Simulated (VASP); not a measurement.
Si2Cl, 6 atoms in the cell. It takes space group Fd-3m (No. 227, cubic). Conventional cell: a = 7.571 Å, b = 7.571 Å, c = 7.571 Å, α = 90.00°, β = 90.00°, γ = 90.00°. Within 3.5 Å of Si (site symmetry -3m) lie 6 Si at 2.68 Å and 6 Cl at 3.14 Å. Cl (site symmetry -43m) has 12 Si at 3.14 Å and 4 Cl at 3.28 Å within 4.1 Å. 

```yaml
Program: VASP 6.6.1
Task: single point
Functional: PBE
Potentials_or_basis: VASP PAW PBE potentials, release 64 (Si, Cl)
Cutoff: 520 eV
k_mesh: 8 × 8 × 8
Occupations: gaussian, width 0.1 eV
Spin: no spin polarisation
Dipole_correction: no
Further_INCAR_settings: ALGO = Normal; EDIFF = 1e-06; NBANDS = 24
```

Potentials or basis: VASP PAW PBE potentials, release 64 (Si, Cl).

The run is started by

```bash
$ cat potpaw_PBE.64/Si/POTCAR potpaw_PBE.64/Cl/POTCAR > POTCAR
$ mpirun -np 1 vasp_std > vasp.out
```

Hardware: 1 thread of Intel Xeon 6975P-C, with other jobs on the host.

Question: Estimate the wall time of this run.

Answer: It took 55 s on 1 thread of Intel Xeon 6975P-C, on a shared host, peak memory 0.26 GiB. Counts: scf iterations 12, k points 29.
